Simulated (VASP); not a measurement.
# SiC (P6_3mc) in VASP: further runs

The runs below take SiC through relaxation of shape and atoms at fixed volume, single point, with PBE.

Program: VASP 6.6.1. These are calculated values, not measurements. Logs are shortened: lines on timing, memory, paths and dates and some standing lists are left out, and cuts for length are marked.

## Step 1: The cell of the first run

It takes space group P6_3mc (No. 186, hexagonal). The conventional cell has a = 3.126 Å, b = 3.126 Å, c = 20.443 Å, α = 90.00°, β = 90.00°, γ = 120.00°. Si (site symmetry 3m) has 4 C at 1.92 Å within 2.5 Å. Within 2.5 Å of Si (site symmetry 3m) lie 4 C at 1.91 to 1.92 Å. Within 2.5 Å of Si (site symmetry 3m) lie 4 C at 1.91 to 1.92 Å. Si (site symmetry 3m) has 4 C at 1.91 to 1.92 Å within 2.5 Å. C (site symmetry 3m) has 4 Si at 1.91 to 1.92 Å within 2.5 Å. Within 2.5 Å of C (site symmetry 3m) lie 4 Si at 1.91 to 1.92 Å. Within 2.5 Å of C (site symmetry 3m) lie 4 Si at 1.91 to 1.92 Å. C (site symmetry 3m) has 4 Si at 1.92 Å within 2.5 Å.

## Step 2: Relaxation of shape and atoms at fixed volume, PBE (10.81 Å³/atom)

Contents of INCAR:

```
SYSTEM = SiC
PREC = Accurate
ENCUT = 600
EDIFF = 1E-7
ISMEAR = 0
SIGMA = 0.02
LREAL = Auto
LASPH = .TRUE.
NELM = 60
ALGO = Normal
ISIF = 4
LWAVE = .FALSE.
LCHARG = .FALSE.
GGA = PE
IBRION = 2
NSW = 50
EDIFFG = -0.01
```

Contents of KPOINTS:

```
regular mesh
0
G
  12 12 2
  0 0 0
```

Contents of POSCAR:

```
SiC
1.0
    3.1258985569      0.0000000000      0.0000000000
   -1.5629492784      2.7071075599      0.0000000000
    0.0000000000      0.0000000000     20.4428021495
Si C
8 8
Direct
    0.3333333333      0.6666666667      0.2501045303
    0.6666666667      0.3333333333      0.7501045303
    0.3333333333      0.6666666667      0.6249934104
    0.6666666667      0.3333333333      0.1249934104
    0.0000000000      0.0000000000      0.0000908602
    0.0000000000      0.0000000000      0.5000908602
    0.3333333333      0.6666666667      0.8751806139
    0.6666666667      0.3333333333      0.3751806139
    0.3333333333      0.6666666667      0.9689188762
    0.6666666667      0.3333333333      0.4689188762
    0.0000000000      0.0000000000      0.0938595855
    0.0000000000      0.0000000000      0.5938595855
    0.3333333333      0.6666666667      0.3441181454
    0.6666666667      0.3333333333      0.8441181454
    0.3333333333      0.6666666667      0.7187339780
    0.6666666667      0.3333333333      0.2187339780
```

Potentials or basis: VASP PAW PBE potentials, release 64 (Si, C).

Command:

```
$ cat potpaw_PBE.64/Si/POTCAR potpaw_PBE.64/C/POTCAR > POTCAR
$ mpirun -np 1 vasp_std > vasp.out
```

OUTCAR:

```text
SYSTEM = SiC
   PREC = Accurate
   ENCUT = 600
   EDIFF = 1E-7
   ISMEAR = 0
   LREAL = Auto
   LASPH = .TRUE.
   NELM = 60
   ISIF = 4
   GGA = PE
   IBRION = 2
   NSW = 50
   EDIFFG = -0.01

 ion  position               nearest neighbor table
   1  0.333  0.667  0.250-  16 1.92  16 1.92  16 1.92  13 1.92   8 3.13   8 3.13   8 3.13   4 3.13
                             4 3.13   4 3.13
   2  0.667  0.333  0.750-  15 1.92  15 1.92  15 1.92  14 1.92   7 3.13   7 3.13   7 3.13   3 3.13
                             3 3.13   3 3.13
   3  0.333  0.667  0.625-  12 1.91  12 1.91  12 1.91  15 1.92   6 3.13   6 3.13   6 3.13   2 3.13
                             2 3.13   2 3.13
   4  0.667  0.333  0.125-  11 1.91  11 1.91  11 1.91  16 1.92   5 3.13   5 3.13   5 3.13   1 3.13
                             1 3.13   1 3.13
   5  0.000  0.000  0.000-   9 1.91   9 1.91   9 1.91  11 1.92   4 3.13   4 3.13   4 3.13   7 3.13
                             7 3.13   7 3.13
   6  0.000  0.000  0.500-  10 1.91  10 1.91  10 1.91  12 1.92   3 3.13   3 3.13   3 3.13   8 3.13
                             8 3.13   8 3.13
   7  0.333  0.667  0.875-  14 1.91  14 1.91  14 1.91   9 1.92   5 3.13   5 3.13   5 3.13   2 3.13
                             2 3.13   2 3.13
   8  0.667  0.333  0.375-  13 1.91  13 1.91  13 1.91  10 1.92   6 3.13   6 3.13   6 3.13   1 3.13
                             1 3.13   1 3.13
   9  0.333  0.667  0.969-   5 1.91   5 1.91   5 1.91   7 1.92
  10  0.667  0.333  0.469-   6 1.91   6 1.91   6 1.91   8 1.92
  11  0.000  0.000  0.094-   4 1.91   4 1.91   4 1.91   5 1.92
  12  0.000  0.000  0.594-   3 1.91   3 1.91   3 1.91   6 1.92
  13  0.333  0.667  0.344-   8 1.91   8 1.91   8 1.91   1 1.92
  14  0.667  0.333  0.844-   7 1.91   7 1.91   7 1.91   2 1.92
  15  0.333  0.667  0.719-   2 1.92   2 1.92   2 1.92   3 1.92
  16  0.667  0.333  0.219-   1 1.92   1 1.92   1 1.92   4 1.92

  LATTYP: Found a hexagonal cell.
 ALAT       =     3.1258985569
 C/A-ratio  =     6.5398162408

  Lattice vectors:

 A1 = (   3.1258985569,   0.0000000000,   0.0000000000)
 A2 = (  -1.5629492784,   2.7071075599,   0.0000000000)
 A3 = (   0.0000000000,   0.0000000000,  20.4428021495)

Analysis of symmetry for initial positions (statically):
=====================================================================
 Subroutine PRICEL returns:
 Original cell was already a primitive cell.

 Routine SETGRP: Setting up the symmetry group for a
 hexagonal supercell.

 Subroutine GETGRP returns: Found 12 space group operations
 (whereof  6 operations were pure point group operations)
 out of a pool of 24 trial point group operations.

The static configuration has the point symmetry C_3v.
 The point group associated with its full space group is C_6v.

Analysis of symmetry for dynamics (positions and initial velocities):
=====================================================================
 Subroutine PRICEL returns:
 Original cell was already a primitive cell.

 Routine SETGRP: Setting up the symmetry group for a
 hexagonal supercell.

 Subroutine GETGRP returns: Found 12 space group operations
 (whereof  6 operations were pure point group operations)
 out of a pool of 24 trial point group operations.

The dynamic configuration has the point symmetry C_3v.
 The point group associated with its full space group is C_6v.

 Subroutine INISYM returns: Found 12 space group operations
 (whereof  6 operations are pure point group operations),
 and found     1 'primitive' translations

----------------------------------------------------------------------------------------

                                     Primitive cell

  volume of cell :     172.9899

[... 135 lines left out ...]
     AMIX     =   0.40;   BMIX     =  1.00
     AMIX_MAG =   1.60;   BMIX_MAG =  1.00
  volume/ion in A,a.u.               =      10.81        72.96
  Fermi-wavevector in a.u.,A,eV,Ry     =   1.175244  2.220888 18.792332  1.381197
  Thomas-Fermi vector in A             =   2.311627
   LORBIT       =      0    0 simple, 1 ext, 2 COOP (PROOUT), +10 PAW based schemes
   GGA     = PE    functional components
   LHFCALC =     F    Hartree Fock is set to
   AEXX    =    0.0000 exact exchange contribution
   IVDW    =     0    specifies the selected vdW correction
   LEPSILON=     F    determine dielectric tensor
   LRPA    =     F    only Hartree local field effects (RPA)
 conjugate gradient relaxation of ions
 non-spin polarized calculation
 Gauss-broadening in eV      SIGMA  =   0.02
  energy-cutoff  :      600.00
  volume of cell :      172.99
 maximum number of plane-waves:      5805
 NGX is ok and might be reduce to    28
   NGX = 13   NGY = 13   NGZ = 81

--------------------------------------- Ionic step        1  -------------------------------------------

 number of electron      63.9999999 magnetization

 Free energy of the ion-electron system (eV)
  ---------------------------------------------------
  ext. energy  EPLUGINS =         0.00000000
  ---------------------------------------------------
  free energy    TOTEN  =      -120.41538542 eV

  energy without entropy =     -120.41538542  energy(sigma->0) =     -120.41538542

------------------------ aborting loop because EDIFF is reached ----------------------------------------

  FORCE on cell =-STRESS in cart. coord.  units (eV):
  Direction    XX          YY          ZZ          XY          YZ          ZX
  --------------------------------------------------------------------------------------
  -------------------------------------------------------------------------------------
  Total       -6.5782184     -6.5782184     -6.5295625     -0.0000000      0.0000000      0.0000000
  in kB      -60.9253528    -60.9253528    -60.4747172     -0.0000000      0.0000000      0.0000000
  external PRESSURE =     -60.7751409 kB  Pullay stress =       0.0000000 kB

 VOLUME and BASIS-vectors are now :
 -----------------------------------------------------------------------------
  energy-cutoff  :      600.00
  volume of cell :      172.99
      direct lattice vectors                 reciprocal lattice vectors
     3.125898557  0.000000000  0.000000000     0.319908014  0.184698978  0.000000000
    -1.562949278  2.707107560  0.000000000     0.000000000  0.369397956  0.000000000
     0.000000000  0.000000000 20.442802150     0.000000000  0.000000000  0.048916973

 POSITION                                       TOTAL-FORCE (eV/Angst)
 -----------------------------------------------------------------------------------
     -0.00000      1.80474      5.11284        -0.000000      0.000000     -0.010221
      1.56295      0.90237     15.33424         0.000000     -0.000000     -0.010221
     -0.00000      1.80474     12.77662        -0.000000     -0.000000      0.003193
      1.56295      0.90237      2.55522         0.000000      0.000000      0.003193
      0.00000      0.00000      0.00186        -0.000000     -0.000000     -0.000808
      0.00000      0.00000     10.22326         0.000000     -0.000000     -0.000808
[... 8 lines left out ...]
     -0.00000      1.80474     14.69294        -0.000000      0.000000     -0.001586
      1.56295      0.90237      4.47154         0.000000     -0.000000     -0.001586
 -----------------------------------------------------------------------------------
    total drift:                               -0.000000     -0.000000      0.009592

  FREE ENERGIE OF THE ION-ELECTRON SYSTEM (eV)
  ---------------------------------------------------
  free  energy   TOTEN  =      -120.4153854211 eV

  energy  without entropy=     -120.4153854211  energy(sigma->0) =     -120.41538542

--------------------------------------- Ionic step        2  -------------------------------------------

 number of electron      63.9999999 magnetization

 Free energy of the ion-electron system (eV)
  ---------------------------------------------------
  ext. energy  EPLUGINS =         0.00000000
  ---------------------------------------------------
  free energy    TOTEN  =      -120.41538984 eV

  energy without entropy =     -120.41538984  energy(sigma->0) =     -120.41538984

 E-fermi :   7.7403     XC(G=0): -11.1635

 val. band max:        7.6537004088   @ k =   0.0000   0.0000   0.0000
 cond. band min:       9.4410787600   @ k =   0.5000  -0.0000   0.0000
 fundamental gap:      1.7873783512
 Fermi energy:         7.7403032369

 k-point     1 :       0.0000    0.0000    0.0000
  band No.  band energies     occupation
      1      -7.4478      2.00000
      2      -7.1711      2.00000
      3      -7.1358      2.00000
      4      -6.3044      2.00000
      5      -6.2856      2.00000
      6      -5.0132      2.00000
[... 1045 lines left out ...]
     40      12.9240      0.00000
     41      13.3652      0.00000

 [... further k-points ...]

------------------------ aborting loop because EDIFF is reached ----------------------------------------

  FORCE on cell =-STRESS in cart. coord.  units (eV):
  Direction    XX          YY          ZZ          XY          YZ          ZX
  --------------------------------------------------------------------------------------
  -------------------------------------------------------------------------------------
  Total       -6.5520305     -6.5520305     -6.5814569     -0.0000000     -0.0000000     -0.0000000
  in kB      -60.6828093    -60.6828093    -60.9553466     -0.0000000     -0.0000000     -0.0000000
  external PRESSURE =     -60.7736551 kB  Pullay stress =       0.0000000 kB

 VOLUME and BASIS-vectors are now :
 -----------------------------------------------------------------------------
  energy-cutoff  :      600.00
  volume of cell :      172.99
      direct lattice vectors                 reciprocal lattice vectors
     3.125745702 -0.000000000  0.000000000     0.319923658  0.184708010  0.000000000
    -1.562872851  2.706975184  0.000000000     0.000000000  0.369416021  0.000000000
    -0.000000000  0.000000000 20.444801582    -0.000000000 -0.000000000  0.048912189

 POSITION                                       TOTAL-FORCE (eV/Angst)
 -----------------------------------------------------------------------------------
     -0.00000      1.80465      5.11284        -0.000000     -0.000000      0.008593
      1.56287      0.90233     15.33525        -0.000000      0.000000      0.008593
     -0.00000      1.80465     12.77802        -0.000000     -0.000000     -0.002969
      1.56287      0.90233      2.55562         0.000000     -0.000000     -0.002969
      1.56287      2.70698      0.00182        -0.000000      0.000000      0.001395
     -1.56287      2.70698     10.22422        -0.000000     -0.000000      0.001395
[... 8 lines left out ...]
     -0.00000      1.80465     14.69430        -0.000000      0.000000     -0.005105
      1.56287      0.90233      4.47190         0.000000     -0.000000     -0.005105
 -----------------------------------------------------------------------------------
    total drift:                               -0.000000     -0.000000      0.009610

  FREE ENERGIE OF THE ION-ELECTRON SYSTEM (eV)
  ---------------------------------------------------
  free  energy   TOTEN  =      -120.4153898413 eV

  energy  without entropy=     -120.4153898413  energy(sigma->0) =     -120.41538984

 reached required accuracy - stopping structural energy minimisation
```

Wall time 6.3 min (1 thread of Intel Xeon 6975P-C (Granite Rapids), shared host); peak memory 0.46 GiB.

What came out:

| Item | Value |
| --- | --- |
| Free energy | -120.4154 eV |
| Energy gained by relaxing | 0.0 meV/atom |
| Ionic steps | 2 |
| Pressure after relaxing | -6.1 GPa |
| Largest force after relaxing | 0.009 eV/Å |
| Band gap on the k mesh | 1.79 eV (least direct gap 2.86 eV) |

Forces in eV/Å, atoms in the order of the input:
```
Si   0.000  0.000  0.009
Si   0.000  0.000  0.009
Si   0.000  0.000 -0.003
Si   0.000  0.000 -0.003
Si   0.000  0.000  0.001
Si   0.000  0.000  0.001
Si   0.000  0.000 -0.003
Si   0.000  0.000 -0.003
C    0.000  0.000  0.004
C    0.000  0.000  0.004
C    0.000  0.000  0.000
C    0.000  0.000  0.000
C    0.000  0.000 -0.003
C    0.000  0.000 -0.003
C    0.000  0.000 -0.005
C    0.000  0.000 -0.005
```

Final structure:
```yaml
crystal:
  lattice:
    - [3.12575, 0.00000, 0.00000]
    - [-1.56287, 2.70698, 0.00000]
    - [0.00000, 0.00000, 20.44480]
  atoms:
    - { symbol: Si, position: [0.33333, 0.66667, 0.25008] }
    - { symbol: Si, position: [0.66667, 0.33333, 0.75008] }
    - { symbol: Si, position: [0.33333, 0.66667, 0.62500] }
    - { symbol: Si, position: [0.66667, 0.33333, 0.12500] }
    - { symbol: Si, position: [0.00000, 0.00000, 0.00009] }
    - { symbol: Si, position: [0.00000, 0.00000, 0.50009] }
    - { symbol: Si, position: [0.33333, 0.66667, 0.87520] }
    - { symbol: Si, position: [0.66667, 0.33333, 0.37520] }
    - { symbol: C, position: [0.33333, 0.66667, 0.96891] }
    - { symbol: C, position: [0.66667, 0.33333, 0.46891] }
    - { symbol: C, position: [0.00000, 0.00000, 0.09386] }
    - { symbol: C, position: [0.00000, 0.00000, 0.59386] }
    - { symbol: C, position: [0.33333, 0.66667, 0.34413] }
    - { symbol: C, position: [0.66667, 0.33333, 0.84413] }
    - { symbol: C, position: [0.33333, 0.66667, 0.71873] }
    - { symbol: C, position: [0.66667, 0.33333, 0.21873] }
```

A k mesh can miss the band edges.

[end of part 1 of 2]
